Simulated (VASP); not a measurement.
The system is Sb3As.

```xyz
4
Lattice="3.8747 0.0000 0.0000 0.0000 3.8747 0.0000 0.0000 0.0000 7.4826" Properties=species:S:1:pos:R:3 pbc="T T T"
Sb    1.9374    1.9374    1.7700
Sb    1.9374    1.9374    5.7127
Sb    0.0000    0.0000    3.7413
As    0.0000    0.0000    0.0000
```

The cell was generated, and may not be a known phase.

* Program: VASP 6.6.1
* Task: relaxation of cell and atoms
* Functional: PBE
* Potentials or basis: VASP PAW PBE potentials, release 64 (Sb, As)
* Cutoff: 600 eV
* k mesh: 4 × 4 × 2
* Occupations: gaussian, width 0.1 eV
* Spin: no spin polarisation

At the start: pressure -5.0 GPa; volume 28.08 Å³/atom.

Task: How do energy, volume and symmetry change on relaxing?

Result: Over 6 steps the energy falls by 55.1 meV/atom and the volume is 25.48 Å³/atom (-9.3 %); space group P4/mmm (No. 123, to 0.1 Å) before and after.

Step by step:
```
step  energy change (eV)  largest force (eV/Å)  pressure (GPa)  volume (Å³)
   1              0.0000                0.0106           -5.00       112.34
   2             -0.1874                0.0060            2.12        98.67
   3             -0.2017                0.0075            0.28       101.21
   4             -0.2184                0.0494            0.64       100.64
   5             -0.2191                0.0380            0.56       100.74
   6             -0.2203                0.0323           -0.24       101.93
```

Final structure:
```
CELL_PARAMETERS angstrom
3.70573 0.00000 0.00000
0.00000 3.70573 0.00000
0.00000 0.00000 7.42233
ATOMIC_POSITIONS crystal
Sb 0.50000 0.50000 0.23630
Sb 0.50000 0.50000 0.76370
Sb 0.00000 0.00000 0.50000
As 0.00000 0.00000 0.00000
```

Caveat: the k points lie up to 0.42 Å⁻¹ apart in the final cell, too coarse for converged energies and pressures of a metal.
